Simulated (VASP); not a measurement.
# Si2C (P4/mmm) in VASP: a series of runs

Runs on Si2C. Level: PBE. Tasks: single point, relaxation of cell and atoms.

Program: VASP 6.6.1. These are calculated values, not measurements. Logs are shortened: lines on timing, memory, paths and dates and some standing lists are left out, and cuts for length are marked.

## (1) The cell of the first run

It takes space group P4/mmm (No. 123, tetragonal). Conventional cell: a = 2.730 Å, b = 2.730 Å, c = 4.774 Å, α = 90.00°, β = 90.00°, γ = 90.00°. Si (site symmetry 4mm) has 4 C at 2.25 Å and 6 Si at 2.31 to 2.73 Å within 3.0 Å. Within 3.0 Å of C (site symmetry 4/mmm) lie 8 Si at 2.25 Å and 4 C at 2.73 Å.

## (2) Single point, PBE

File INCAR:

```
PREC     = Accurate       # precision mode
ENCUT    = 520            # plane-wave cutoff, eV
EDIFF    = 1E-7           # SCF threshold, eV
ISMEAR   = 0              # smearing method
SIGMA    = 0.1            # smearing width, eV
LREAL    = False          # projectors in reciprocal space
LASPH    = True           # aspherical terms in the spheres
NELM     = 100            # most SCF steps
ALGO     = Normal         # electronic algorithm
ISIF     = 2              # what is computed and relaxed
LWAVE    = False          # write WAVECAR
LCHARG   = False          # write CHGCAR
GGA      = PE             # functional
NBANDS   = 13             # bands
```

File KPOINTS:

```
Automatic mesh
0
Gamma
  6 6 4
```

File POSCAR:

```
Si2C
1.0
    2.7299235867      0.0000000000      0.0000000000
    0.0000000000      2.7299235867      0.0000000000
    0.0000000000      0.0000000000      4.7744834674
Si C
2 1
Direct
    0.5000000000      0.5000000000      0.2414793155
    0.5000000000      0.5000000000      0.7585206845
    0.0000000000      0.0000000000      0.0000000000
```

Potentials or basis: VASP PAW PBE potentials, release 64 (Si, C).

Run with:

```sh
$ cat potpaw_PBE.64/Si/POTCAR potpaw_PBE.64/C/POTCAR > POTCAR
$ mpirun -np 1 vasp_std > vasp.out
```

OUTCAR:

```text
PREC = Accurate
   ENCUT = 520
   EDIFF = 1E-7
   ISMEAR = 0
   LREAL = False
   LASPH = True
   NELM = 100
   ISIF = 2
   GGA = PE

 ion  position               nearest neighbor table
   1  0.500  0.500  0.241-   3 2.25   3 2.25   3 2.25   3 2.25   2 2.31   2 2.47
   2  0.500  0.500  0.759-   3 2.25   3 2.25   3 2.25   3 2.25   1 2.31   1 2.47
   3  0.000  0.000  0.000-   1 2.25   2 2.25   1 2.25   2 2.25   1 2.25   2 2.25   1 2.25   2 2.25

  LATTYP: Found a simple tetragonal cell.
 ALAT       =     2.7299235867
 C/A-ratio  =     1.7489439963

  Lattice vectors:

 A1 = (   2.7299235867,   0.0000000000,   0.0000000000)
 A2 = (   0.0000000000,   2.7299235867,   0.0000000000)
 A3 = (   0.0000000000,   0.0000000000,   4.7744834674)

Analysis of symmetry for initial positions (statically):
=====================================================================
 Subroutine PRICEL returns:
 Original cell was already a primitive cell.

 Routine SETGRP: Setting up the symmetry group for a
 simple tetragonal supercell.

 Subroutine GETGRP returns: Found 16 space group operations
 (whereof 16 operations were pure point group operations)
 out of a pool of 16 trial point group operations.

The static configuration has the point symmetry D_4h.

Analysis of symmetry for dynamics (positions and initial velocities):
=====================================================================
 Subroutine PRICEL returns:
 Original cell was already a primitive cell.

 Routine SETGRP: Setting up the symmetry group for a
 simple tetragonal supercell.

 Subroutine GETGRP returns: Found 16 space group operations
 (whereof 16 operations were pure point group operations)
 out of a pool of 16 trial point group operations.

The dynamic configuration has the point symmetry D_4h.

 Subroutine INISYM returns: Found 16 space group operations
 (whereof 16 operations are pure point group operations),
 and found     1 'primitive' translations

----------------------------------------------------------------------------------------

                                     Primitive cell

  volume of cell :      35.5818

  direct lattice vectors                    reciprocal lattice vectors
     2.729923587  0.000000000  0.000000000     0.366310619  0.000000000  0.000000000
     0.000000000  2.729923587  0.000000000     0.000000000  0.366310619  0.000000000
     0.000000000  0.000000000  4.774483467     0.000000000  0.000000000  0.209446741

  length of vectors
[... 95 lines left out ...]
   NELECT =      12.0000    total number of electrons
   NUPDOWN=      -1.0000    fix difference up-down
   EMIN   =  10.00;   EMAX   =-10.00  energy-range for DOS
   EFERMI =   0.00;   METHOD = LEGACY
   ISMEAR =     0;   SIGMA  =   0.10  broadening in eV -4-tet -1-fermi 0-gaus
   EFERMI_NEDOS =   21; number of points for ismear=-14 and -15
   IALGO  =     38    algorithm
   IMIX   =      4    mixing-type and parameters
     AMIX     =   0.40;   BMIX     =  1.00
     AMIX_MAG =   1.60;   BMIX_MAG =  1.00
  volume/ion in A,a.u.               =      11.86        80.04
  Fermi-wavevector in a.u.,A,eV,Ry     =   1.139531  2.153401 17.667584  1.298531
  Thomas-Fermi vector in A             =   2.276234
   LORBIT       =      0    0 simple, 1 ext, 2 COOP (PROOUT), +10 PAW based schemes
   GGA     = PE    functional components
   LHFCALC =     F    Hartree Fock is set to
   AEXX    =    0.0000 exact exchange contribution
   IVDW    =     0    specifies the selected vdW correction
   LEPSILON=     F    determine dielectric tensor
   LRPA    =     F    only Hartree local field effects (RPA)
 non-spin polarized calculation
 Gauss-broadening in eV      SIGMA  =   0.10
  energy-cutoff  :      520.00
  volume of cell :       35.58
 maximum number of plane-waves:       968
   NGX = 11   NGY = 11   NGZ = 17

 number of electron      12.0000000 magnetization

 Free energy of the ion-electron system (eV)
  ---------------------------------------------------
  ext. energy  EPLUGINS =         0.00000000
  ---------------------------------------------------
  free energy    TOTEN  =       -16.10348706 eV

  energy without entropy =      -16.09667230  energy(sigma->0) =      -16.10007968

 E-fermi :   9.7503     XC(G=0): -11.3652

 val. band max:        9.7224908886   @ k =   0.3333   0.0000   0.0000
 cond. band min:       9.8160692438   @ k =   0.5000   0.1667   0.2500
 fundamental gap:      0.0935783552
 Fermi energy:         9.7503328463

 k-point     1 :       0.0000    0.0000    0.0000
  band No.  band energies     occupation
      1      -6.9955      2.00000
      2       0.1965      2.00000
      3       1.1995      2.00000
      4       8.1606      2.00000
      5       8.1606      2.00000
      6      11.2078      0.00000
      7      13.6736      0.00000
      8      14.4219      0.00000
      9      17.6445      0.00000
     10      17.6445      0.00000
     11      17.7371      0.00000
     12      17.8479      0.00000
     13      17.8479      0.00000
[... 354 lines left out ...]
  band No.  band energies     occupation
      1      -2.8014      2.00000
      2      -1.6551      2.00000
      3       1.7068      2.00000
      4       2.7179      2.00000
      5      10.1970      0.00000
      6      11.6171      0.00000
      7      11.8695      0.00000
      8      12.5157      0.00000
      9      12.5634      0.00000
     10      15.5325      0.00000
     11      16.4100      0.00000
     12      18.1899      0.00000
     13      19.4413      0.00000

 [... further k-points ...]

------------------------ aborting loop because EDIFF is reached ----------------------------------------

  FORCE on cell =-STRESS in cart. coord.  units (eV):
  Direction    XX          YY          ZZ          XY          YZ          ZX
  --------------------------------------------------------------------------------------
  -------------------------------------------------------------------------------------
  Total        0.0221280      0.0221280     -0.0595391      0.0000000     -0.0000000      0.0000000
  in kB        0.9963810      0.9963810     -2.6809315      0.0000000     -0.0000000      0.0000000
  external PRESSURE =      -0.2293898 kB  Pullay stress =       0.0000000 kB

 VOLUME and BASIS-vectors are now :
 -----------------------------------------------------------------------------
  energy-cutoff  :      520.00
  volume of cell :       35.58
      direct lattice vectors                 reciprocal lattice vectors
     2.729923587  0.000000000  0.000000000     0.366310619  0.000000000  0.000000000
     0.000000000  2.729923587  0.000000000     0.000000000  0.366310619  0.000000000
     0.000000000  0.000000000  4.774483467     0.000000000  0.000000000  0.209446741

 POSITION                                       TOTAL-FORCE (eV/Angst)
 -----------------------------------------------------------------------------------
      1.36496      1.36496      1.15294         0.000000      0.000000      0.003048
      1.36496      1.36496      3.62154        -0.000000      0.000000     -0.003048
      0.00000      0.00000      0.00000         0.000000      0.000000      0.000000
 -----------------------------------------------------------------------------------
    total drift:                                0.000000      0.000000     -0.000000

  FREE ENERGIE OF THE ION-ELECTRON SYSTEM (eV)
  ---------------------------------------------------
  free  energy   TOTEN  =       -16.1034870645 eV

  energy  without entropy=      -16.0966722959  energy(sigma->0) =      -16.10007968
```

Run time: 5.7 s. Hardware: 1 thread of Intel Xeon 6975P-C (Granite Rapids), shared host; peak memory 0.14 GiB.

Results:

```
Free energy            : -16.1035 eV
Pressure               : 0.0 GPa
Largest force          : 0.003 eV/Å
Band gap on the k mesh : zero (band 6 reaches 12.24 eV, above the bottom of band 7 at 7.16 eV)
```

Forces in eV/Å, atoms in the order of the input:
```
Si   0.000  0.000  0.003
Si   0.000  0.000 -0.003
C    0.000  0.000  0.000
```

Stress tensor (GPa, compression positive):
```
 0.10  0.00  0.00
 0.00  0.10  0.00
 0.00  0.00 -0.27
```

Caveat: the k points lie up to 0.38 Å⁻¹ apart.

## (3) Relaxation of cell and atoms, PBE

This run uses another cell than the first one, of 13.13 Å³/atom, 1.107 times its volume.

File INCAR:

```
PREC     = Accurate       # precision mode
ENCUT    = 600            # plane-wave cutoff, eV
EDIFF    = 1E-7           # SCF threshold, eV
ISMEAR   = 0              # smearing method
SIGMA    = 0.1            # smearing width, eV
LREAL    = F              # projectors in reciprocal space
LASPH    = T              # aspherical terms in the spheres
NELM     = 100            # most SCF steps
ALGO     = Normal         # electronic algorithm
ISIF     = 3              # what is computed and relaxed
LWAVE    = F              # write WAVECAR
LCHARG   = F              # write CHGCAR
GGA      = PE             # functional
IBRION   = 2              # ionic algorithm
NSW      = 90             # ionic steps
EDIFFG   = -0.04          # ionic threshold
```

KPOINTS is that of step 2.

File POSCAR:

```
Si2C
1.0
    2.6686336500      0.0000000000      0.0000000000
    0.0000000000      2.6686336500      0.0000000000
    0.0000000000      0.0000000000      5.5321828000
Si C
2 1
Direct
    0.5000000000      0.5000000000      0.2843227100
    0.5000000000      0.5000000000      0.7156772900
    0.0000000000      0.0000000000      0.0000000000
```

Potentials or basis: VASP PAW PBE potentials, release 64 (Si, C).

Run with:

```sh
$ cat potpaw_PBE.64/Si/POTCAR potpaw_PBE.64/C/POTCAR > POTCAR
$ mpirun -np 1 vasp_std > vasp.out
```

It took 70 s on 1 thread of Intel Xeon 6975P-C (Granite Rapids), shared host; peak memory 0.17 GiB.

Results (log left out):

| Item | Value |
| --- | --- |
| Free energy | -16.1056 eV |
| Relaxed volume | 11.85 Å³/atom |
| Relaxed cell | a = 2.729 Å, b = 2.729 Å, c = 4.770 Å, α = 90.00°, β = 90.00°, γ = 90.00° |
| Space group after relaxing (to 0.05 Å) | P4/mmm (No. 123) |
| Energy gained by relaxing | 298.1 meV/atom |
| Ionic steps | 17 |
| Pressure after relaxing | 0.1 GPa |
| Band gap on the k mesh | zero (band 6 reaches 12.26 eV, above the bottom of band 7 at 7.17 eV) |

Stress tensor (GPa, compression positive):
```
0.12 0.00 0.00
0.00 0.12 0.00
0.00 0.00 0.03
```

Step by step:
```
step  energy change (eV)  largest force (eV/Å)  pressure (GPa)  volume (Å³)
   1              0.0000                1.9466           -9.61        39.40
   2             -0.4831                1.5285            0.41        35.05
   3             -0.6007                0.4268           14.71        31.67
   4             -0.6024                1.1075            8.84        32.69
   5             -0.6086                0.9532           11.10        32.26
   6             -0.7491                1.9875           11.48        33.51
   7             -0.7956                0.1934           10.61        33.13
   8             -0.8058                0.4253           10.40        33.22
   9             -0.8047                0.9499           10.51        33.32
  10             -0.8074                0.6366           10.42        33.27
  11             -0.8682                0.0269           -4.88        37.14
  12             -0.8923                0.1961           -0.18        35.68
  13             -0.8923                0.1891           -0.36        35.73
  14             -0.8935                0.0868           -0.24        35.60
  15             -0.8936                0.0255           -0.27        35.63
  16             -0.8939                0.0156            0.34        35.47
  17             -0.8942                0.0004            0.09        35.54
```

Final structure:
```
Si C
1.0
     2.72939    0.00000    0.00000
     0.00000    2.72939    0.00000
     0.00000    0.00000    4.77037
Si C
2 1
Direct
  0.50000 0.50000 0.24161
  0.50000 0.50000 0.75839
  0.00000 0.00000 0.00000
```

Levels at points of the mesh, in eV from the Fermi level:
```csv
k point,band 4,band 5,band 6,band 7,band 8,band 9
"(0.00, 0.00, 0.00)",-1.59,-1.59,1.46,3.94,4.67,7.89
"(0.50, 0.00, 0.00)",-5.28,-3.98,-2.20,0.42,5.67,6.03
"(0.50, 0.50, 0.00)",-6.77,-2.37,-1.92,-0.17,-0.17,0.94
"(0.00, 0.00, 0.50)",-1.57,-1.51,-1.51,1.63,5.46,5.79
"(0.50, 0.00, 0.50)",-7.04,0.45,1.87,2.14,2.77,2.83
"(0.50, 0.50, 0.50)",-5.95,-4.26,-2.87,-2.60,-2.60,5.82
```

Caveat: the k points lie up to 0.38 Å⁻¹ apart in the final cell.

(Part 1 of 2 ends here.)
